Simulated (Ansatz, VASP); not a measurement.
## AlN in VASP and in Ansatz

```xyz
4
Lattice="3.0891 0.0000 0.0000 -1.5446 2.6753 0.0000 0.0000 0.0000 4.9466" Properties=species:S:1:pos:R:3 pbc="T T T"
Al    1.5446    0.8918    0.0000
Al    0.0000    1.7835    2.4733
N     1.5446    0.8918    1.8896
N     0.0000    1.7835    4.3629
```

Change from the starting cell: volume scaled by 0.98, ions relaxed.

Alike in both runs: task relaxation of the atoms; functional PBE; k mesh 11 × 11 × 6; occupations fermi-dirac, width 0.02 eV; no spin polarisation.

|  | VASP | Ansatz |
| --- | --- | --- |
| version | VASP 6.6.1 | Ansatz 0.2.0 |
| potentials or method | VASP PAW PBE potentials, release 64 (Al, N) | plane-wave PAW, scalar-relativistic |
| plane-wave cutoff (eV) | 520 | 420 |
| valence electrons in the cell | 16 | 16 |

|  | VASP | Ansatz | Ansatz less VASP |
| --- | --- | --- | --- |
| gap on the k mesh at the Fermi level, each at its own relaxed structure (eV) | 4.39 | 4.38 | -0.012 |

Ansatz's warnings: stress scf threshold loose.

Noted on VASP's run: the relaxation stopped at its first step, so nothing moved.
